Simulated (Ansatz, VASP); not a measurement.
**Two plane-wave programs on HfSiO4**

```
Hf Si O
1.0
    -3.26419    3.26419    2.96159
     3.26419   -3.26419    2.96159
     3.26419    3.26419   -2.96159
Hf Si O
2 2 8
Cartesian
  0.0000 0.0000 0.0000
  0.0000 3.2642 1.4808
  0.0000 0.0000 2.9616
  3.2642 0.0000 1.4808
  2.0597 3.2642 1.0674
  3.2642 -1.2045 2.5482
  1.2045 0.0000 4.0289
  3.2642 1.2045 2.5482
  2.0597 0.0000 0.4134
  0.0000 1.2045 1.8942
  4.4687 0.0000 0.4134
  3.2642 2.0597 -1.0674
```

Alike in both runs: task single point; functional PBEsol; k mesh 6 × 6 × 6; occupations fermi-dirac, width 0.05 eV; no spin polarisation.

```csv
,VASP,Ansatz
version,VASP 6.6.1,Ansatz 0.2.0
potentials or method,"VASP PAW PBE potentials, release 64 (Hf_pv, Si, O)",Ansatz PAW
plane-wave cutoff (eV),600,420
valence electrons in the cell,76,108
```

VASP gave:

```
gap on the k mesh at the Fermi level (eV)                     : 5.41
least direct gap on the mesh (eV)                             : 5.79
pressure (GPa)                                                : 5.0
traceless stress, the component that is largest in VASP (GPa) : 1.06
rms of the force components (eV/Å)                            : 0.408
```

Question: Estimate Ansatz's values.

Answer: gap on the k mesh at the Fermi level (eV): 5.46; least direct gap on the mesh (eV): 5.83; pressure (GPa): 6.6; traceless stress, the component that is largest in VASP (GPa): 0.73; rms of the force components (eV/Å): 0.294.

VASP's potentials were made for PBE, not for PBEsol. Atom by atom the forces differ by 0.114 eV/Å (rms over components). VASP's potentials hold 76 valence electrons a cell and Ansatz's 108, so a difference there can come from the potentials and not from the codes.

Spin-orbit coupling is off throughout.
